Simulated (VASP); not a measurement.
# Be3B (P-6m2) in VASP: a series of runs

Runs on Be3B. Level: PBE. Tasks: single point, relaxation of cell and atoms.

Program: VASP 6.6.1. These are calculated values, not measurements. Logs are shortened: lines on timing, memory, paths and dates and some standing lists are left out, and cuts for length are marked.

**1. The cell of the first run**

Symmetry: P-6m2, No. 187, hexagonal system. Conventional cell: a = 2.289 Å, b = 2.289 Å, c = 6.681 Å, α = 90.00°, β = 90.00°, γ = 120.00°. Within 3.0 Å of Be (site symmetry -6m2) lie 12 Be at 2.27 to 2.29 Å. Be (site symmetry 3m) has 3 B at 2.00 Å and 9 Be at 2.27 to 2.29 Å within 2.6 Å. Within 2.6 Å of B (site symmetry -6m2) lie 6 Be at 2.00 Å and 6 B at 2.29 Å.

**2. Single point, PBE**

INCAR reads:

```
PREC = Accurate
ENCUT = 520
EDIFF = 1E-6
ISMEAR = 0
SIGMA = 0.1
LREAL = F
LASPH = T
NELM = 100
ALGO = Normal
ISIF = 2
LWAVE = F
LCHARG = F
GGA = PE
NBANDS = 12
```

KPOINTS reads:

```
Automatic mesh
0
Gamma
  24 24 8
```

POSCAR reads:

```
Be3B
1.0
    2.2888028261      0.0000000000      0.0000000000
   -1.1444014130      1.9821613916      0.0000000000
    0.0000000000      0.0000000000      6.6805641461
Be B
3 1
Direct
    0.6666666667      0.3333333333      0.5000000000
    0.3333333333      0.6666666667      0.2242777360
    0.3333333333      0.6666666667      0.7757222640
    0.6666666667      0.3333333333      0.0000000000
```

Potentials or basis: VASP PAW PBE potentials, release 64 (Be, B).

On the command line:

```
> cat potpaw_PBE.64/Be/POTCAR potpaw_PBE.64/B/POTCAR > POTCAR
> mpirun -np 1 vasp_std > vasp.out
```

OUTCAR:

```text
PREC = Accurate
   ENCUT = 520
   EDIFF = 1E-6
   ISMEAR = 0
   LREAL = F
   LASPH = T
   NELM = 100
   ISIF = 2
   GGA = PE

 ion  position               nearest neighbor table
   1  0.667  0.333  0.500-   2 2.27   3 2.27   2 2.27   3 2.27   2 2.27   3 2.27
   2  0.333  0.667  0.224-   4 2.00   4 2.00   4 2.00   1 2.27   1 2.27   1 2.27
   3  0.333  0.667  0.776-   4 2.00   4 2.00   4 2.00   1 2.27   1 2.27   1 2.27
   4  0.667  0.333  0.000-   2 2.00   3 2.00   2 2.00   3 2.00   2 2.00   3 2.00

  LATTYP: Found a hexagonal cell.
 ALAT       =     2.2888028261
 C/A-ratio  =     2.9188028212

  Lattice vectors:

 A1 = (   2.2888028261,   0.0000000000,   0.0000000000)
 A2 = (  -1.1444014130,   1.9821613916,   0.0000000000)
 A3 = (   0.0000000000,   0.0000000000,   6.6805641461)

Analysis of symmetry for initial positions (statically):
=====================================================================
 Subroutine PRICEL returns:
 Original cell was already a primitive cell.

 Routine SETGRP: Setting up the symmetry group for a
 hexagonal supercell.

 Subroutine GETGRP returns: Found 12 space group operations
 (whereof 12 operations were pure point group operations)
 out of a pool of 24 trial point group operations.

The static configuration has the point symmetry D_3h.

Analysis of symmetry for dynamics (positions and initial velocities):
=====================================================================
 Subroutine PRICEL returns:
 Original cell was already a primitive cell.

 Routine SETGRP: Setting up the symmetry group for a
 hexagonal supercell.

 Subroutine GETGRP returns: Found 12 space group operations
 (whereof 12 operations were pure point group operations)
 out of a pool of 24 trial point group operations.

The dynamic configuration has the point symmetry D_3h.

 Subroutine INISYM returns: Found 12 space group operations
 (whereof 12 operations are pure point group operations),
 and found     1 'primitive' translations

----------------------------------------------------------------------------------------

                                     Primitive cell

  volume of cell :      30.3082

  direct lattice vectors                    reciprocal lattice vectors
     2.288802826  0.000000000  0.000000000     0.436909632  0.252249894  0.000000000
    -1.144401413  1.982161392  0.000000000     0.000000000  0.504499787  0.000000000
     0.000000000  0.000000000  6.680564146     0.000000000  0.000000000  0.149687957

  length of vectors
     2.288802826  2.288802826  6.680564146     0.504499787  0.504499787  0.149687957

  position of ions in fractional coordinates (direct lattice)
     0.666666667  0.333333333  0.500000000
     0.333333333  0.666666667  0.224277736
     0.333333333  0.666666667  0.775722264
     0.666666667  0.333333333  0.000000000

  ion indices of the primitive-cell ions
   primitive index   ion index
                 1           1
                 2           2
                 3           3
                 4           4

----------------------------------------------------------------------------------------

 KPOINTS: Automatic mesh

Automatic generation of k-mesh.
 Grid dimensions read from file:
 generate k-points for:   24   24    8

 Generating k-lattice:

  Cartesian coordinates                     Fractional coordinates (reciprocal lattice)
     0.018204568  0.010510412  0.000000000     0.041666667  0.000000000  0.000000000
     0.000000000  0.021020824  0.000000000     0.000000000  0.041666667  0.000000000
     0.000000000  0.000000000  0.018710995     0.000000000  0.000000000  0.125000000

  Length of vectors
     0.021020824  0.021020824  0.018710995

  Shift w.r.t. Gamma in fractional coordinates (k-lattice)
     0.000000000  0.000000000  0.000000000

 Subroutine IBZKPT returns following result:
 ===========================================

 Found    305 irreducible k-points:

 Following reciprocal coordinates:
            Coordinates               Weight
  0.000000  0.000000  0.000000      1.000000
  0.041667  0.000000  0.000000      6.000000
  0.083333  0.000000  0.000000      6.000000
  0.125000  0.000000  0.000000      6.000000
  0.166667  0.000000  0.000000      6.000000
  0.208333  0.000000  0.000000      6.000000
[... 16 lines left out ...]
  0.416667  0.041667  0.000000     12.000000
  0.458333  0.041667  0.000000     12.000000
 [... further k-points ...]
   k-points           NKPTS =    305   k-points in BZ     NKDIM =    305   number of bands    NBANDS=     12
   number of dos      NEDOS =    301   number of ions     NIONS =      4
   total plane-waves  NPLWV =  16200
   dimension x,y,z NGX =    18 NGY =   18 NGZ =   50
   dimension x,y,z NGXF=    36 NGYF=   36 NGZF=  100
   ions per type =               3   1
   NGX,Y,Z   is equivalent  to a cutoff of  13.07, 13.07, 12.44 a.u.
   NGXF,Y,Z  is equivalent  to a cutoff of  26.15, 26.15, 24.89 a.u.
 SYSTEM =  unknown system
   PREC   = accura    normal or accurate (medium, high low for compatibility)
   ISTART =      0    job   : 0-new  1-cont  2-samecut
   ICHARG =      2    charge: 1-file 2-atom 10-const
   ISPIN  =      1    spin polarized calculation?
   LNONCOLLINEAR =      F non collinear calculations
   LSORBIT =      F    spin-orbit coupling
   LASPH  =      T    aspherical Exc in radial PAW
   ENCUT  =  520.0 eV  38.22 Ry    6.18 a.u.   4.26  4.26 12.42*2*pi/ulx,y,z
   NELM   =    100;   NELMIN=  2; NELMDL= -5     # of ELM steps
   EDIFF  = 0.1E-05   stopping-criterion for ELM
   LREAL  =      F    real-space projection
   EDIFFG = 0.1E-04   stopping-criterion for IOM
   NSW    =      0    number of steps for IOM
   IBRION =     -1    ionic relax: 0-MD 1-quasi-New 2-CG
   NFREE  =      0    steps in history (QN), initial steepest desc. (CG)
   ISIF   =      2    stress and relaxation
   ISYM   =      2    0-nonsym 1-usesym 2-fastsym
   POTIM  = 0.5000    time-step for ionic-motion
   TEBEG  =    0.0;   TEEND  =   0.0 temperature during run
   PSTRESS=    0.0 pullay stress
   NELECT =       9.0000    total number of electrons
   NUPDOWN=      -1.0000    fix difference up-down
   EMIN   =  10.00;   EMAX   =-10.00  energy-range for DOS
   EFERMI =   0.00;   METHOD = LEGACY
   ISMEAR =     0;   SIGMA  =   0.10  broadening in eV -4-tet -1-fermi 0-gaus
   EFERMI_NEDOS =   21; number of points for ismear=-14 and -15
   IALGO  =     38    algorithm
   IMIX   =      4    mixing-type and parameters
     AMIX     =   0.40;   BMIX     =  1.00
     AMIX_MAG =   1.60;   BMIX_MAG =  1.00
  volume/ion in A,a.u.               =       7.58        51.13
  Fermi-wavevector in a.u.,A,eV,Ry     =   1.092200  2.063959 16.230400  1.192901
  Thomas-Fermi vector in A             =   2.228461
   LORBIT       =      0    0 simple, 1 ext, 2 COOP (PROOUT), +10 PAW based schemes
   GGA     = PE    functional components
   LHFCALC =     F    Hartree Fock is set to
   AEXX    =    0.0000 exact exchange contribution
   IVDW    =     0    specifies the selected vdW correction
   LEPSILON=     F    determine dielectric tensor
   LRPA    =     F    only Hartree local field effects (RPA)
 non-spin polarized calculation
 Gauss-broadening in eV      SIGMA  =   0.10
  energy-cutoff  :      520.00
  volume of cell :       30.31
 maximum number of plane-waves:       840
 NGX is ok and might be reduce to    18
   NGX =  9   NGY =  9   NGZ = 25

 number of electron       9.0000000 magnetization

 Free energy of the ion-electron system (eV)
  ---------------------------------------------------
  ext. energy  EPLUGINS =         0.00000000
  ---------------------------------------------------
  free energy    TOTEN  =       -16.54879405 eV

  energy without entropy =      -16.54226585  energy(sigma->0) =      -16.54552995

 E-fermi :   7.7289     XC(G=0): -11.0089

 val. band max:        7.7277438704   @ k =   0.4583   0.0000   0.5000
 cond. band min:       7.7437010900   @ k =   0.3333   0.2917   0.0000
 fundamental gap:      0.0159572195
 Fermi energy:         7.7288883445

 k-point     1 :       0.0000    0.0000    0.0000
  band No.  band energies     occupation
      1      -6.7613      2.00000
      2      -2.4073      2.00000
      3      -2.2869      2.00000
      4       2.9100      2.00000
      5       8.8555      0.00000
      6      17.3527      0.00000
      7      17.3527      0.00000
      8      19.0342      0.00000
      9      20.5298      0.00000
     10      23.4862      0.00000
     11      23.4863      0.00000
     12      24.1809      0.00000

 k-point     2 :       0.0417    0.0000    0.0000
  band No.  band energies     occupation
      1      -6.7094      2.00000
      2      -2.3565      2.00000
      3      -2.2387      2.00000
      4       2.9724      2.00000
      5       8.8678      0.00000
      6      17.0912      0.00000
      7      17.2098      0.00000
      8      19.0352      0.00000
      9      20.5580      0.00000
     10      23.2073      0.00000
     11      23.3011      0.00000
     12      23.9221      0.00000

 k-point     3 :       0.0833    0.0000    0.0000
  band No.  band energies     occupation
      1      -6.5536      2.00000
      2      -2.2040      2.00000
      3      -2.0942      2.00000
      4       3.1596      2.00000
      5       8.9010      0.00000
      6      16.3612      0.00000
      7      16.8210      0.00000
      8      19.0189      0.00000
      9      20.5694      0.00000
     10      22.4774      0.00000
     11      22.8224      0.00000
     12      23.1334      0.00000
[... 286 lines left out ...]
 k-point    23 :       0.4167    0.0417    0.0000
  band No.  band energies     occupation
      1      -1.0664      2.00000
      2       2.1932      2.00000
      3       2.3629      2.00000
      4       3.4946      2.00000
      5       8.1153      0.00000
      6       8.9012      0.00000
      7       9.8807      0.00000
      8      12.3157      0.00000
      9      13.8055      0.00000
     10      15.2103      0.00000
     11      17.4524      0.00000
     12      18.4595      0.00000

 k-point    24 :       0.4583    0.0417    0.0000
  band No.  band energies     occupation
      1      -0.0545      2.00000
      2       1.3799      2.00000
      3       2.7598      2.00000
      4       3.7120      2.00000
      5       7.3776      2.00000
      6       8.6111      0.00000
      7      10.3402      0.00000
      8      12.2369      0.00000
      9      14.0418      0.00000
     10      14.2242      0.00000
     11      17.0714      0.00000
     12      18.3560      0.00000

 [... further k-points ...]

------------------------ aborting loop because EDIFF is reached ----------------------------------------

  FORCE on cell =-STRESS in cart. coord.  units (eV):
  Direction    XX          YY          ZZ          XY          YZ          ZX
  --------------------------------------------------------------------------------------
  -------------------------------------------------------------------------------------
  Total        0.0162415      0.0162415      0.0435843      0.0000000      0.0000000      0.0000000
  in kB        0.8585720      0.8585720      2.3039882      0.0000000      0.0000000      0.0000000
  external PRESSURE =       1.3403774 kB  Pullay stress =       0.0000000 kB

 VOLUME and BASIS-vectors are now :
 -----------------------------------------------------------------------------
  energy-cutoff  :      520.00
  volume of cell :       30.31
      direct lattice vectors                 reciprocal lattice vectors
     2.288802826  0.000000000  0.000000000     0.436909632  0.252249894  0.000000000
    -1.144401413  1.982161392  0.000000000     0.000000000  0.504499787  0.000000000
     0.000000000  0.000000000  6.680564146     0.000000000  0.000000000  0.149687957

 POSITION                                       TOTAL-FORCE (eV/Angst)
 -----------------------------------------------------------------------------------
      1.14440      0.66072      3.34028         0.000000     -0.000000      0.000000
     -0.00000      1.32144      1.49830        -0.000000     -0.000000      0.002399
     -0.00000      1.32144      5.18226        -0.000000     -0.000000     -0.002399
      1.14440      0.66072      0.00000         0.000000      0.000000      0.000000
 -----------------------------------------------------------------------------------
    total drift:                               -0.000000      0.000000      0.000000

  FREE ENERGIE OF THE ION-ELECTRON SYSTEM (eV)
  ---------------------------------------------------
  free  energy   TOTEN  =       -16.5487940456 eV

  energy  without entropy=      -16.5422658456  energy(sigma->0) =      -16.54552995
```

Wall time 49 s (1 thread of AMD EPYC 9R45 (Zen 5), shared host); peak memory 0.18 GiB.

What came out:

```yaml
Free_energy: -16.5488 eV
Pressure: 0.1 GPa
```

Forces on the atoms (eV/Å):
```
Be   0.000  0.000  0.000
Be   0.000  0.000  0.002
Be   0.000  0.000 -0.002
B    0.000  0.000  0.000
```

Levels at points of the mesh, in eV from the Fermi level:
| k point | band 1 | band 2 | band 3 | band 4 | band 5 | band 6 | band 7 | band 8 | band 9 |
| --- | --- | --- | --- | --- | --- | --- | --- | --- | --- |
| (0.00, 0.00, 0.00) | -14.49 | -10.14 | -10.02 | -4.82 | 1.13 | 9.62 | 9.62 | 11.31 | 12.80 |
| (0.50, 0.00, 0.00) | -7.54 | -6.67 | -4.96 | -3.99 | -0.48 | 0.82 | 2.68 | 4.90 | 6.31 |
| (0.00, 0.00, 0.50) | -14.45 | -11.19 | -7.37 | -7.23 | 4.31 | 5.92 | 9.63 | 9.63 | 15.61 |
| (0.50, 0.00, 0.50) | -7.49 | -6.64 | -5.32 | -3.83 | 0.56 | 1.18 | 2.21 | 2.67 | 4.94 |

**3. Relaxation of cell and atoms, PBE**

This run uses another cell than the first one, of 7.54 Å³/atom, 0.996 times its volume.

INCAR reads:

```
PREC = Accurate
ENCUT = 600
EDIFF = 1E-6
ISMEAR = 0
SIGMA = 0.1
LREAL = F
LASPH = T
NELM = 100
ALGO = Normal
ISIF = 3
LWAVE = F
LCHARG = F
GGA = PE
IBRION = 2
NSW = 100
EDIFFG = -0.01
```

KPOINTS is that of step 2.

POSCAR reads:

```
Be3B
1.0
    2.2773125126      0.0000000000      0.0000000000
   -1.1386562563      1.9722104883      0.0000000000
    0.0000000000      0.0000000000      6.7192851308
Be B
3 1
Direct
    0.6666666667      0.3333333333      0.5000000000
    0.3333333333      0.6666666667      0.2268688293
    0.3333333333      0.6666666667      0.7731311707
    0.6666666667      0.3333333333      0.0000000000
```

Potentials or basis: VASP PAW PBE potentials, release 64 (Be, B).

On the command line:

```
> cat potpaw_PBE.64/Be/POTCAR potpaw_PBE.64/B/POTCAR > POTCAR
> mpirun -np 1 vasp_std > vasp.out
```

It took 2 min on 1 thread of AMD EPYC 9R45 (Zen 5), shared host; peak memory 0.19 GiB.

The run converged. Its results:

```
Free energy                            : -16.5495 eV
Relaxed volume                         : 7.58 Å³/atom
Relaxed cell                           : a = 2.289 Å, b = 2.289 Å, c = 6.684 Å, α = 90.00°, β = 90.00°, γ = 120.00°
Space group after relaxing (to 0.05 Å) : P-6m2 (No. 187)
Energy gained by relaxing              : 1.1 meV/atom
Ionic steps                            : 6
Pressure after relaxing                : 0.0 GPa
Largest force after relaxing           : 0.003 eV/Å
```

Forces on the atoms (eV/Å):
```
Be   0.000  0.000  0.000
Be   0.000  0.000 -0.003
Be   0.000  0.000  0.003
B    0.000  0.000  0.000
```

The path:
```
step  energy change (eV)  largest force (eV/Å)  pressure (GPa)  volume (Å³)
   1              0.0000                0.1262            0.02        30.18
   2             -0.0033                0.0791            0.34        30.18
   3             -0.0037                0.0530            0.52        30.18
   4             -0.0043                0.0312            0.06        30.30
   5             -0.0043                0.0192           -0.20        30.37
   6             -0.0044                0.0031           -0.02        30.34
```

Final structure:
```
CELL_PARAMETERS angstrom
2.28940 0.00000 0.00000
-1.14470 1.98268 0.00000
0.00000 0.00000 6.68373
ATOMIC_POSITIONS crystal
Be 0.66667 0.33333 0.50000
Be 0.33333 0.66667 0.22432
Be 0.33333 0.66667 0.77568
B 0.66667 0.33333 0.00000
```

Levels at points of the mesh, in eV from the Fermi level:
```csv
k point,band 1,band 2,band 3,band 4,band 5,band 6,band 7,band 8
"(0.00, 0.00, 0.00)",-14.48,-10.13,-10.01,-4.82,1.12,9.62,9.62,11.29
"(0.50, 0.00, 0.00)",-7.54,-6.66,-4.95,-3.99,-0.48,0.82,2.67,4.90
"(0.00, 0.00, 0.50)",-14.44,-11.19,-7.36,-7.22,4.30,5.91,9.63,9.63
"(0.50, 0.00, 0.50)",-7.48,-6.64,-5.32,-3.82,0.56,1.18,2.21,2.66
```

**4. Single point, PBE**

This run uses another cell than the first one, of 7.14 Å³/atom, 0.942 times its volume.

INCAR reads:

```
SYSTEM = Be3B
PREC = Accurate ; ENCUT = 520
EDIFF = 1E-6 ; ISMEAR = 0
SIGMA = 0.1 ; LREAL = .FALSE.
LASPH = .TRUE. ; NELM = 100
ALGO = Normal ; ISIF = 2
LWAVE = .FALSE. ; LCHARG = .FALSE.
GGA = PE ; NBANDS = 12
```

KPOINTS reads:

```
Automatic mesh
0
G
  12 12 4
  0 0 0
```

POSCAR reads:

```
Be3B
1.0
    2.1496051700      0.0000000000      0.0000000000
   -1.0748025900      1.8616126900      0.0000000000
    0.0000000000      0.0000000000      7.1358087900
Be B
3 1
Direct
    0.6666666700      0.3333333300      0.5000000000
    0.3333333300      0.6666666700      0.2463857700
    0.3333333300      0.6666666700      0.7536142300
    0.6666666700      0.3333333300      0.0000000000
```

On the command line:

```
> cat potpaw_PBE.64/Be/POTCAR potpaw_PBE.64/B/POTCAR > POTCAR
> mpirun -np 1 vasp_std > vasp.out
```

Run time: 8.4 s. Hardware: 1 thread of AMD EPYC 9R45 (Zen 5), shared host; peak memory 0.11 GiB.

It converged, with:

* Free energy: -16.1980 eV
* Pressure: 6.1 GPa
* Largest force: 0.680 eV/Å

Forces in eV/Å, atoms in the order of the input:
```
Be   0.000  0.000  0.000
Be   0.000  0.000 -0.680
Be   0.000  0.000  0.680
B    0.000  0.000  0.000
```

Stress tensor (GPa, compression positive):
```
12.42  0.00  0.00
 0.00 12.42  0.00
 0.00  0.00 -6.56
```

Levels at points of the mesh, in eV from the Fermi level:
| k point | band 3 | band 4 | band 5 | band 6 | band 7 | band 8 |
| --- | --- | --- | --- | --- | --- | --- |
| (0.00, 0.00, 0.00) | -10.56 | -6.27 | -0.90 | 8.23 | 8.80 | 12.47 |
| (0.50, 0.00, 0.00) | -4.57 | -4.00 | -0.66 | 1.20 | 2.68 | 5.50 |
| (0.00, 0.00, 0.50) | -8.46 | -8.24 | 2.18 | 2.73 | 12.47 | 12.47 |
| (0.50, 0.00, 0.50) | -5.14 | -3.58 | -0.28 | 1.26 | 2.71 | 2.95 |

**5. Overview**

| task | cell | k mesh | cutoff (eV) | gap on the mesh (eV) | pressure (GPa) |
| --- | --- | --- | --- | --- | --- |
| single point | a = 2.289, b = 2.289, c = 6.681 Å, angles 90.0, 90.0, 120.0°, 4 atoms | 24 × 24 × 8 | 520 | none | 0.1 |
| relaxation of cell and atoms | relaxed from a = 2.277, b = 2.277, c = 6.719 Å, angles 90.0, 90.0, 120.0°, 4 atoms | 24 × 24 × 8 | 600 | none | 0.0 |
| single point | a = 2.150, b = 2.150, c = 7.136 Å, angles 90.0, 90.0, 120.0°, 4 atoms | 12 × 12 × 4 | 520 | none | 6.1 |

Alike in all rows: level PBE; potentials or basis VASP PAW PBE potentials, release 64 (Be, B); no spin polarisation; smearing gaussian 0.1 eV.

Absolute energies hang on the potentials; compare differences alone.
